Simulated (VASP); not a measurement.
# F (C2/m) in VASP: further runs

The runs below take F through single point, with PBEsol.

Everything below comes from runs of VASP 6.6.1. Logs are shortened: lines on timing, memory, paths and dates and some standing lists are left out, and cuts for length are marked.

## 1. The cell of the first run

It takes space group C2/m (No. 12, monoclinic). Conventional cell: a = 6.040 Å, b = 3.461 Å, c = 7.291 Å, α = 90.00°, β = 112.50°, γ = 90.00°. F (site symmetry m) has 1 F at 1.49 Å within 2.0 Å. Within 1.8 Å of F (site symmetry m) lie 1 F at 1.36 Å.

## 2. Single point, PBEsol

File INCAR:

```
PREC = Accurate ; ENCUT = 520
EDIFF = 1E-6 ; ISMEAR = 0
SIGMA = 0.05 ; LREAL = False
LASPH = True ; NELM = 60
ALGO = Normal ; ISIF = 2
LWAVE = False ; LCHARG = True
GGA = PS ; LELF = True
LVHAR = True ; NBANDS = 22
```

File KPOINTS:

```
regular mesh
0
Gamma
  4 4 2
```

File POSCAR:

```
F
1.0
    3.0111171686     -1.7305922359     -0.2322433325
    3.0111171686      1.7305922359     -0.2322433325
   -2.2641300902      0.0000000000      6.9305478688
F
4
Direct
    0.0848459664      0.0848459664      0.1059920108
    0.9151540336      0.9151540336      0.8940079892
    0.5015719855      0.5015719855      0.5937195244
    0.4984280145      0.4984280145      0.4062804756
```

Potentials or basis: VASP PAW PBE potentials, release 64 (F).

Run with:

```console
$ cat potpaw_PBE.64/F/POTCAR > POTCAR
$ mpirun -np 1 vasp_std > vasp.out
```

OUTCAR:

```text
PREC = Accurate
   ENCUT = 520
   EDIFF = 1E-6
   ISMEAR = 0
   LREAL = False
   LASPH = True
   NELM = 60
   ISIF = 2
   GGA = PS

 ion  position               nearest neighbor table
   1  0.085  0.085  0.106-   2 1.49
   2  0.915  0.915  0.894-   1 1.49
   3  0.502  0.502  0.594-   4 1.36
   4  0.498  0.498  0.406-   3 1.36

  LATTYP: Found a base centered monoclinic cell.
 ALAT       =     6.0401203857
 B/A-ratio  =     0.5730323654
 C/A-ratio  =     1.2070962569
 COS(beta)  =    -0.3827161857

  Lattice vectors:

 A1 = (   3.0111171686,  -1.7305922359,  -0.2322433325)
 A2 = (   3.0111171686,   1.7305922359,  -0.2322433325)
 A3 = (  -2.2641300902,   0.0000000000,   6.9305478688)

Analysis of symmetry for initial positions (statically):
=====================================================================
 Subroutine PRICEL returns:
 Original cell was already a primitive cell.

 Routine SETGRP: Setting up the symmetry group for a
 base centered monoclinic supercell.

 Subroutine GETGRP returns: Found  4 space group operations
 (whereof  4 operations were pure point group operations)
 out of a pool of  4 trial point group operations.

The static configuration has the point symmetry C_2h.

Analysis of symmetry for dynamics (positions and initial velocities):
=====================================================================
 Subroutine PRICEL returns:
 Original cell was already a primitive cell.

 Routine SETGRP: Setting up the symmetry group for a
 base centered monoclinic supercell.

 Subroutine GETGRP returns: Found  4 space group operations
 (whereof  4 operations were pure point group operations)
 out of a pool of  4 trial point group operations.

The dynamic configuration has the point symmetry C_2h.

 Subroutine INISYM returns: Found  4 space group operations
 (whereof  4 operations are pure point group operations),
 and found     1 'primitive' translations

----------------------------------------------------------------------------------------

                                     Primitive cell

  volume of cell :      70.4104

  direct lattice vectors                    reciprocal lattice vectors
     3.011117169 -1.730592236 -0.232243333     0.170343477 -0.288918435  0.055649250
[... 75 lines left out ...]
   LSORBIT =      F    spin-orbit coupling
   LASPH  =      T    aspherical Exc in radial PAW
   ENCUT  =  520.0 eV  38.22 Ry    6.18 a.u.   6.47  6.47 13.56*2*pi/ulx,y,z
   NELM   =     60;   NELMIN=  2; NELMDL= -5     # of ELM steps
   EDIFF  = 0.1E-05   stopping-criterion for ELM
   LREAL  =      F    real-space projection
   EDIFFG = 0.1E-04   stopping-criterion for IOM
   NSW    =      0    number of steps for IOM
   IBRION =     -1    ionic relax: 0-MD 1-quasi-New 2-CG
   NFREE  =      0    steps in history (QN), initial steepest desc. (CG)
   ISIF   =      2    stress and relaxation
   ISYM   =      2    0-nonsym 1-usesym 2-fastsym
   POTIM  = 0.5000    time-step for ionic-motion
   TEBEG  =    0.0;   TEEND  =   0.0 temperature during run
   PSTRESS=    0.0 pullay stress
   NELECT =      28.0000    total number of electrons
   NUPDOWN=      -1.0000    fix difference up-down
   EMIN   =  10.00;   EMAX   =-10.00  energy-range for DOS
   EFERMI =   0.00;   METHOD = LEGACY
   ISMEAR =     0;   SIGMA  =   0.05  broadening in eV -4-tet -1-fermi 0-gaus
   EFERMI_NEDOS =   21; number of points for ismear=-14 and -15
   IALGO  =     38    algorithm
   IMIX   =      4    mixing-type and parameters
     AMIX     =   0.40;   BMIX     =  1.00
     AMIX_MAG =   1.60;   BMIX_MAG =  1.00
  volume/ion in A,a.u.               =      17.60       118.79
  Fermi-wavevector in a.u.,A,eV,Ry     =   1.203876  2.274997 19.719174  1.449318
  Thomas-Fermi vector in A             =   2.339617
   LORBIT       =      0    0 simple, 1 ext, 2 COOP (PROOUT), +10 PAW based schemes
   GGA     = PS    functional components
   LHFCALC =     F    Hartree Fock is set to
   AEXX    =    0.0000 exact exchange contribution
   IVDW    =     0    specifies the selected vdW correction
   LEPSILON=     F    determine dielectric tensor
   LRPA    =     F    only Hartree local field effects (RPA)
 non-spin polarized calculation
 Gauss-broadening in eV      SIGMA  =   0.05
  energy-cutoff  :      520.00
  volume of cell :       70.41
 maximum number of plane-waves:      1924
 NGX is ok and might be reduce to    28
   NGX = 13   NGY = 13   NGZ = 27

 number of electron      27.9999990 magnetization

 Free energy of the ion-electron system (eV)
  ---------------------------------------------------
  ext. energy  EPLUGINS =         0.00000000
  ---------------------------------------------------
  free energy    TOTEN  =        -7.65386129 eV

  energy without entropy =       -7.65386129  energy(sigma->0) =       -7.65386129

 E-fermi :  -5.1991     XC(G=0):  -7.1635

 val. band max:       -5.4871403300   @ k =   0.5000   0.5000   0.0000
 cond. band min:      -3.3156219786   @ k =   0.0000   0.0000   0.0000
 fundamental gap:      2.1715183514
 Fermi energy:        -5.1991279545

 k-point     1 :       0.0000    0.0000    0.0000
  band No.  band energies     occupation
      1     -31.3578      2.00000
      2     -29.2232      2.00000
      3     -24.2666      2.00000
      4     -23.7016      2.00000
      5     -12.3577      2.00000
      6     -11.1732      2.00000
[... 339 lines left out ...]
     21       9.9217      0.00000
     22      10.1312      0.00000

------------------------ aborting loop because EDIFF is reached ----------------------------------------

  FORCE on cell =-STRESS in cart. coord.  units (eV):
  Direction    XX          YY          ZZ          XY          YZ          ZX
  --------------------------------------------------------------------------------------
  -------------------------------------------------------------------------------------
  Total       -0.3947644     -0.1986204     -0.1075078      0.0000000      0.0000000     -1.9241453
  in kB       -8.9827995     -4.5195753     -2.4463229      0.0000000      0.0000000    -43.7836167
  external PRESSURE =      -5.3162326 kB  Pullay stress =       0.0000000 kB

 VOLUME and BASIS-vectors are now :
 -----------------------------------------------------------------------------
  energy-cutoff  :      520.00
  volume of cell :       70.41
      direct lattice vectors                 reciprocal lattice vectors
     3.011117169 -1.730592236 -0.232243333     0.170343477 -0.288918435  0.055649250
     3.011117169  1.730592236 -0.232243333     0.170343477  0.288918435  0.055649250
    -2.264130090  0.000000000  6.930547869     0.011416453  0.000000000  0.148018361

 POSITION                                       TOTAL-FORCE (eV/Angst)
 -----------------------------------------------------------------------------------
      0.27098      0.00000      0.69517        -0.702770      0.000000     -1.955248
      3.48712      0.00000      5.77089         0.702770      0.000000      1.955248
      1.67633      0.00000      3.88183        -0.628068      0.000000      2.129025
      2.08178      0.00000      2.58423         0.628068      0.000000     -2.129025
 -----------------------------------------------------------------------------------
    total drift:                               -0.000000     -0.000000     -0.000000

  FREE ENERGIE OF THE ION-ELECTRON SYSTEM (eV)
  ---------------------------------------------------
  free  energy   TOTEN  =        -7.6538612910 eV

  energy  without entropy=       -7.6538612910  energy(sigma->0) =       -7.65386129
```

OSZICAR:

```text
N       E                     dE             d eps       ncg     rms          rms(c)
DAV:   1     0.179793236483E+03    0.17979E+03   -0.15511E+04   616   0.117E+03
DAV:   2    -0.149536438430E+00   -0.17994E+03   -0.17364E+03   854   0.281E+02
DAV:   3    -0.932377925832E+01   -0.91742E+01   -0.91233E+01   706   0.627E+01
DAV:   4    -0.938401338205E+01   -0.60234E-01   -0.60231E-01   658   0.577E+00
DAV:   5    -0.938434980453E+01   -0.33642E-03   -0.33642E-03   730   0.424E-01    0.111E+01
DAV:   6    -0.810933404823E+01    0.12750E+01   -0.45398E-01   640   0.671E+00    0.627E+00
DAV:   7    -0.765700524597E+01    0.45233E+00   -0.61300E-01   676   0.734E+00    0.688E-01
DAV:   8    -0.765391440971E+01    0.30908E-02   -0.75652E-02   658   0.203E+00    0.127E-01
DAV:   9    -0.765387849744E+01    0.35912E-04   -0.11655E-03   712   0.275E-01    0.668E-02
DAV:  10    -0.765388123048E+01   -0.27330E-05   -0.33936E-04   670   0.146E-01    0.274E-02
DAV:  11    -0.765386148460E+01    0.19746E-04   -0.10296E-04   718   0.995E-02    0.115E-02
DAV:  12    -0.765386007937E+01    0.14052E-05   -0.94183E-06   634   0.272E-02    0.705E-03
DAV:  13    -0.765386119501E+01   -0.11156E-05   -0.48396E-06   664   0.166E-02    0.234E-03
DAV:  14    -0.765386129104E+01   -0.96030E-07   -0.24624E-07   452   0.523E-03
   1 F= -.76538613E+01 E0= -.76538613E+01  d E =-.342893E-17
```

stdout:

```text
POSCAR found type information on POSCAR F
 POSCAR found :  1 types and       4 ions
 scaLAPACK will be used
 -----------------------------------------------------------------------------
|                                                                             |
|                                                                             |
|     You enforced a specific xc type in the INCAR file but a different       |
|     I HOPE YOU KNOW WHAT YOU ARE DOING!                                     |
|                                                                             |
 -----------------------------------------------------------------------------

 LDA part: xc-table for (Slater+PW92), standard interpolation
 POSCAR, INCAR and KPOINTS ok, starting setup
 FFT: planning ... GRIDC
 FFT: planning ... GRID_SOFT
 FFT: planning ... GRID
 WAVECAR not read
 entering main loop
```

Wall time 12 s (1 thread of Intel Xeon Platinum 8559C (Emerald Rapids), shared host); peak memory 0.18 GiB.

Results:

| Quantity | Value |
| --- | --- |
| Free energy | -7.6539 eV |
| Pressure | -0.5 GPa |
| Largest force | 2.220 eV/Å |
| Band gap on the k mesh | 2.17 eV, indirect (least direct gap 2.28 eV) |

Forces in eV/Å, atoms in the order of the input:
```
F   -0.703  0.000 -1.955
F    0.703  0.000  1.955
F   -0.628  0.000  2.129
F    0.628  0.000 -2.129
```

Levels at points of the mesh, in eV from the valence-band top:
```csv
k point,band 10,band 11,band 12,band 13,band 14,band 15,band 16,band 17,band 18,band 19
"(0.00, 0.00, 0.00)",-2.86,-0.43,-0.24,-0.11,-0.11,2.17,4.05,8.84,11.27,12.52
"(0.50, 0.00, 0.00)",-2.98,-0.51,-0.37,-0.32,-0.26,2.37,4.04,12.86,13.14,14.62
"(0.50, 0.50, 0.00)",-2.97,-0.51,-0.39,-0.20,0.00,2.31,4.01,13.06,13.41,13.77
"(0.00, 0.00, 0.50)",-2.86,-0.29,-0.28,-0.23,-0.12,2.27,3.92,9.62,9.83,15.09
"(0.50, 0.00, 0.50)",-2.96,-0.62,-0.45,-0.23,-0.07,2.31,4.05,12.86,13.73,13.81
"(0.50, 0.50, 0.50)",-3.00,-0.49,-0.39,-0.26,-0.12,2.37,4.03,12.80,12.99,15.17
```

Caveat: the k points lie up to 0.53 Å⁻¹ apart; the PAW data sets were made with another functional, which shifts forces and pressure a little. A k mesh can miss the band edges.

## 3. Single point, PBEsol

File INCAR:

```
SYSTEM = F
PREC = Accurate ; ENCUT = 520
EDIFF = 1E-6 ; ISMEAR = 0
SIGMA = 0.05 ; LREAL = .FALSE.
LASPH = .TRUE. ; NELM = 100
ALGO = Normal ; ISIF = 2
LWAVE = .FALSE. ; LCHARG = .FALSE.
GGA = PS ; NBANDS = 22
```

File KPOINTS:

```
regular mesh
0
G
  4 4 2
  0 0 0
```

POSCAR, as its differences from that of step 2:

```diff
@@ -8,4 +8,4 @@
 Direct
-    0.0848459664      0.0848459664      0.1059920108
-    0.9151540336      0.9151540336      0.8940079892
+    0.0848459664      0.0848459664      0.0740235354
+    0.9151540336      0.9151540336      0.9259764646
     0.5015719855      0.5015719855      0.5937195244
```

Potentials or basis: VASP PAW PBE potentials, release 64 (F).

Run with:

```console
$ cat potpaw_PBE.64/F/POTCAR > POTCAR
$ mpirun -np 1 vasp_std > vasp.out
```

It took 10 s on 1 thread of Intel Xeon Platinum 8559C (Emerald Rapids), shared host; peak memory 0.18 GiB.

The run converged. Its results:

| Quantity | Value |
| --- | --- |
| Free energy | -5.8601 eV |
| Pressure | 20.0 GPa |
| Largest force | 20.293 eV/Å |
| Band gap on the k mesh | 2.96 eV, indirect (least direct gap 3.04 eV) |

Forces in eV/Å, atoms in the order of the input:
```
F    11.860   0.000  16.466
F   -11.860   0.000 -16.466
F    -0.703   0.000   2.103
F     0.703   0.000  -2.103
```

Stress tensor (GPa, compression positive):
```
18.86  0.00 23.87
 0.00 -0.50  0.00
23.87  0.00 41.56
```

Levels at points of the mesh, in eV from the valence-band top:
```
           k point  band 11  band 12  band 13  band 14  band 15  band 16  band 17  band 18
(0.00, 0.00, 0.00)    -1.13    -1.03    -0.26    -0.08     2.96     7.61     7.70    10.20
(0.50, 0.00, 0.00)    -1.26    -1.14    -0.31    -0.12     3.10     7.91    11.56    11.61
(0.50, 0.50, 0.00)    -1.19    -1.05    -0.09     0.00     3.06     7.81    11.83    11.96
(0.00, 0.00, 0.50)    -1.14    -1.03    -0.27    -0.08     2.98     7.13     8.54     9.30
(0.50, 0.00, 0.50)    -1.29    -1.13    -0.30    -0.09     3.07     7.96    11.33    12.38
(0.50, 0.50, 0.50)    -1.22    -1.04    -0.12    -0.01     3.08     7.82    11.60    11.66
```

Caveat: the k points lie up to 0.53 Å⁻¹ apart; the standard files for N, O and F lose accuracy on very short bonds; the PAW data sets were made with another functional, which shifts forces and pressure a little. A k mesh can miss the band edges.

## 4. Single point, PBEsol

File INCAR:

```
  PREC = Accurate
  ENCUT = 520
  EDIFF = 1E-6
  ISMEAR = 0
  SIGMA = 0.05
  LREAL = F
  LASPH = T
  NELM = 60
  ALGO = Normal
  ISIF = 2
  LWAVE = F
  LCHARG = T
  GGA = PS
  LELF = T
  LVHAR = T
  NBANDS = 22
```

File KPOINTS:

```
Automatic mesh
0
Gamma
  4 4 2
```

POSCAR, as its differences from that of step 3:

```diff
@@ -8,4 +8,4 @@
 Direct
-    0.0848459664      0.0848459664      0.0740235354
-    0.9151540336      0.9151540336      0.9259764646
+    0.0848459664      0.0848459664      0.0979998919
+    0.9151540336      0.9151540336      0.9020001081
     0.5015719855      0.5015719855      0.5937195244
```

Run with:

```console
$ cat potpaw_PBE.64/F/POTCAR > POTCAR
$ mpirun -np 1 vasp_std > vasp.out
```

Wall time 10 s (1 thread of Intel Xeon Platinum 8559C (Emerald Rapids), shared host); peak memory 0.18 GiB.

It converged, with:

| Property | Result |
| --- | --- |
| Free energy | -7.7415 eV |
| Pressure | 2.4 GPa |
| Largest force | 2.230 eV/Å |
| Band gap on the k mesh | 3.09 eV, indirect (least direct gap 3.21 eV) |

Forces in eV/Å, atoms in the order of the input:
```
F    0.184  0.000  0.358
F   -0.184  0.000 -0.358
F   -0.662  0.000  2.129
F    0.662  0.000 -2.129
```

Stress tensor (GPa, compression positive):
```
 0.40  0.00 -1.42
 0.00 -0.46  0.00
-1.42  0.00  7.16
```

Levels at points of the mesh, in eV from the valence-band top:
```tsv
k point	band 12	band 13	band 14	band 15	band 16	band 17
(0.00, 0.00, 0.00)	-0.18	-0.13	-0.12	3.09	4.15	8.68
(0.50, 0.00, 0.00)	-0.38	-0.28	-0.26	3.41	4.01	12.71
(0.50, 0.50, 0.00)	-0.34	-0.22	0.00	3.36	3.98	12.93
(0.00, 0.00, 0.50)	-0.25	-0.16	-0.14	3.30	3.89	9.54
(0.50, 0.00, 0.50)	-0.40	-0.23	-0.08	3.32	4.06	12.66
(0.50, 0.50, 0.50)	-0.38	-0.18	-0.15	3.40	4.00	12.64
```

Caveat: the k points lie up to 0.53 Å⁻¹ apart; the PAW data sets were made with another functional, which shifts forces and pressure a little.

## 5. Single point, PBEsol

File INCAR:

```
  PREC = Accurate
  ENCUT = 520
  EDIFF = 1E-7
  ISMEAR = 0
  SIGMA = 0.05
  LREAL = F
  LASPH = T
  NELM = 100
  ALGO = Normal
  ISIF = 2
  LWAVE = F
  LCHARG = F
  GGA = PS
  NBANDS = 22
```

File KPOINTS:

```
regular mesh
0
Gamma
  4 4 2
```

POSCAR, as its differences from that of step 4:

```diff
@@ -8,4 +8,4 @@
 Direct
-    0.0848459664      0.0848459664      0.0979998919
-    0.9151540336      0.9151540336      0.9020001081
+    0.0848459664      0.0848459664      0.0860117137
+    0.9151540336      0.9151540336      0.9139882863
     0.5015719855      0.5015719855      0.5937195244
```

Run with:

```console
$ cat potpaw_PBE.64/F/POTCAR > POTCAR
$ mpirun -np 1 vasp_std > vasp.out
```

Run time: 10 s. Hardware: 1 thread of Intel Xeon Platinum 8559C (Emerald Rapids), shared host; peak memory 0.18 GiB.

It converged, with:

```yaml
Free_energy: -7.3148 eV
Pressure: 9.2 GPa
Largest_force: 7.394 eV/Å
Band_gap_on_the_k_mesh: 3.50 eV, indirect (least direct gap 3.56 eV)
```

Forces in eV/Å, atoms in the order of the input:
```
F    3.633  0.000  6.439
F   -3.633  0.000 -6.439
F   -0.690  0.000  2.115
F    0.690  0.000 -2.115
```

Stress tensor (GPa, compression positive):
```
 5.53  0.00  7.44
 0.00 -0.48  0.00
 7.44  0.00 22.49
```

Levels at points of the mesh, in eV from the valence-band top:
| k point | band 10 | band 11 | band 12 | band 13 | band 14 | band 15 | band 16 | band 17 | band 18 | band 19 |
| --- | --- | --- | --- | --- | --- | --- | --- | --- | --- | --- |
| (0.00, 0.00, 0.00) | -4.25 | -0.55 | -0.42 | -0.18 | -0.06 | 3.50 | 5.46 | 8.28 | 10.76 | 11.99 |
| (0.50, 0.00, 0.00) | -4.35 | -0.66 | -0.55 | -0.29 | -0.15 | 3.71 | 5.46 | 12.30 | 12.37 | 14.04 |
| (0.50, 0.50, 0.00) | -4.37 | -0.59 | -0.48 | -0.16 | 0.00 | 3.67 | 5.41 | 12.54 | 12.88 | 12.93 |
| (0.00, 0.00, 0.50) | -4.25 | -0.56 | -0.42 | -0.20 | -0.06 | 3.59 | 5.26 | 9.18 | 9.30 | 14.58 |
| (0.50, 0.00, 0.50) | -4.36 | -0.73 | -0.54 | -0.25 | -0.09 | 3.66 | 5.49 | 12.15 | 13.07 | 13.29 |
| (0.50, 0.50, 0.50) | -4.38 | -0.64 | -0.43 | -0.20 | -0.05 | 3.70 | 5.43 | 12.23 | 12.37 | 14.32 |

Caveat: the k points lie up to 0.53 Å⁻¹ apart; the PAW data sets were made with another functional, which shifts forces and pressure a little.

[end of part 1 of 2]
